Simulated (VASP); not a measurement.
Here is a VASP 6.6.1 calculation.

The input INCAR:

```
ALGO = Normal
EDIFF = 1E-6
ENCUT = 520
GGA = PS
ISIF = 2
ISMEAR = 0
LASPH = True
LCHARG = False
LREAL = False
LWAVE = False
NBANDS = 18
NELM = 60
PREC = Accurate
SIGMA = 0.15
```

KPOINTS

```
k-points
0
Gamma
  18 18 10
```

The input POSCAR:

```
Ag
1.0
    2.6955982340      0.0000000000      0.0000000000
   -1.3477991170      2.3344565490      0.0000000000
    0.0000000000      0.0000000000      4.5984000000
Ag
2
Direct
    0.3333333333      0.6666666667      0.2500000000
    0.6666666667      0.3333333333      0.7500000000
```

Potentials or basis: VASP PAW PBE potentials, release 64 (Ag).

Launch:

```sh
$ cat potpaw_PBE.64/Ag/POTCAR > POTCAR
$ mpirun -np 1 vasp_std > vasp.out
```

Q: Estimate the pressure.

A: 25.2 GPa.

Q: Estimate the band gap on the k mesh.

A: Zero (bands 11 and 12 overlap by 8.39 eV).

Stress tensor (GPa, compression positive):
```
28.18  0.00  0.00
 0.00 28.18  0.00
 0.00  0.00 19.11
```

Caveat: the cell differs from its parent crystal (strain -0.080 along x and y, -0.040 along z); the cell stands under pressure; the PAW data sets were made with another functional, which shifts forces and pressure a little.
